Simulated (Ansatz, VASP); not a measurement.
# Rb in VASP and in Ansatz

```
Rb
1.0
     0.00000    3.57301    3.57301
     3.57301    0.00000    3.57301
     3.57301    3.57301    0.00000
Rb
1
Direct
  0.00000 0.00000 0.00000
```

Alike in both runs: functional PBE; k mesh 10 × 10 × 10; occupations fermi-dirac, width 0.05 eV; no spin polarisation.

Ansatz relaxed the structure, and its values are those at the end. VASP's run is a single point on that final structure, the one shown.

```csv
,VASP,Ansatz
version,VASP 6.6.1,Ansatz 0.2.0
potentials or method,"VASP PAW PBE potentials, release 64 (Rb_sv)","PAW with Ansatz's default frozen-core files, scalar-relativistic"
plane-wave cutoff (eV),520,420
valence electrons in the cell,9,9
```

|  | VASP | Ansatz | Ansatz less VASP |
| --- | --- | --- | --- |
| pressure (GPa) | 0.0 | 0.0 | 0.00 |

The functional is the same, so the differences come from potentials, cutoffs and numerics.
